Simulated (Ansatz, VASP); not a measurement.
**SnO in VASP and in Ansatz**

```
CELL_PARAMETERS angstrom
3.52276 0.00000 0.00000
0.00000 5.67410 0.00000
0.00000 0.00000 4.22197
ATOMIC_POSITIONS crystal
Sn 0.00000 0.23191 0.51314
Sn 0.50000 0.76809 0.01314
O 0.00000 0.89125 0.73686
O 0.50000 0.10875 0.23686
```

Change from the starting cell: strain +0.0500 x Voigt [1, 0, 0, 0, 0, 0], atoms carried along.

Alike in both runs: task single point; functional PBEsol; k mesh 8 × 6 × 6; occupations gaussian, width 0.05 eV; no spin polarisation.

|  | VASP | Ansatz |
| --- | --- | --- |
| version | VASP 6.6.1 | Ansatz 0.2.0 |
| potentials or method | VASP PAW PBE potentials, release 64 (Sn_d, O), cutoff 520 eV | scalar-relativistic, plane waves, PAW |
| valence electrons in the cell | 40 | 40 |

```tsv
	VASP	Ansatz	Ansatz less VASP
gap on the k mesh at the Fermi level (eV)	1.29	1.30	+0.010
least direct gap on the mesh (eV)	2.06	2.07	+0.010
pressure (GPa)	-6.2	-6.4	-0.15
traceless stress, the component that is largest in VASP (GPa)	-2.92	-2.94	-0.018
rms of the force components (eV/Å)	0.382	0.410	+0.0282
```

VASP's potentials were made for PBE, not for PBEsol. Atom by atom the forces differ by 0.029 eV/Å (rms over components).
